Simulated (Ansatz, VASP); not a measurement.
# Cu: VASP beside Ansatz

File INCAR:

```
PREC = Accurate
ENCUT = 520
EDIFF = 1E-6
ISMEAR = 0
SIGMA = 0.1
LREAL = False
LASPH = True
NELM = 60
ALGO = Fast
ISIF = 2
LWAVE = False
LCHARG = False
GGA = PE
NBANDS = 36
```

KPOINTS

```
Automatic mesh
0
Gamma
  8 5 17
```

File POSCAR:

```
Cu
1.0
    4.4171210216     -0.0000024325     -0.0362235855
   -2.2085641597      6.6259054799      0.0172218975
   -1.4892955365     -0.0002763324      2.0855679609
Cu
5
Direct
    0.4000000000      0.8000000000      0.0000000000
    0.2000000000      0.4000000000      0.0000000000
    0.8000000000      0.6000000000      0.0000000000
    0.0000000000      0.0000000000      0.0000000000
    0.6000000000      0.2000000000      0.0000000000
```

Input for Ansatz:

```yaml
crystal:
  lattice:
    - [4.4171210261, -2.4326e-06, -0.0362235858]
    - [-2.2085641619, 6.6259054866, 0.017221899]
    - [-1.4892955381, -0.000276332, 2.0855679589]
  atoms:
    - { symbol: Cu, position: [0.4, 0.8, 0.0] }
    - { symbol: Cu, position: [0.2, 0.4, 0.0] }
    - { symbol: Cu, position: [0.8, 0.6, 0.0] }
    - { symbol: Cu, position: [0.0, 0.0, 0.0] }
    - { symbol: Cu, position: [0.6, 0.2, 0.0] }
basis:
  ecutwfc: 420
kpoints:
  mp_grid: { grid: [8, 5, 17] }
hamiltonian:
  xc: pbe
scf:
  occupations: { method: gaussian, width: 0.1 }
output:
  forces: true
  stress: true
  eigenvalues: true
```

Change from the starting cell: band edges of the strained film's bulk.

Alike in both runs: task single point; functional PBE; k mesh 8 × 5 × 17; occupations gaussian, width 0.1 eV; no spin polarisation.

```csv
,VASP,Ansatz
version,VASP 6.6.1,Ansatz 0.2.0
potentials or method,"VASP PAW PBE potentials, release 64 (Cu), cutoff 520 eV","scalar-relativistic, plane waves, PAW"
valence electrons in the cell,55,95
```

```tsv
	VASP	Ansatz	Ansatz less VASP
gap on the k mesh at the Fermi level (eV)	none	none	-
pressure (GPa)	-1.3	-1.9	-0.63
traceless stress, the component that is largest in VASP (GPa)	-2.19	-2.21	-0.028
```

A gap of «none» marks a metal or a gap that the smearing closes. The functional is the same, so the differences come from potentials, cutoffs and numerics. VASP's potentials hold 55 valence electrons a cell and Ansatz's 95, so a difference there can come from the potentials and not from the codes.
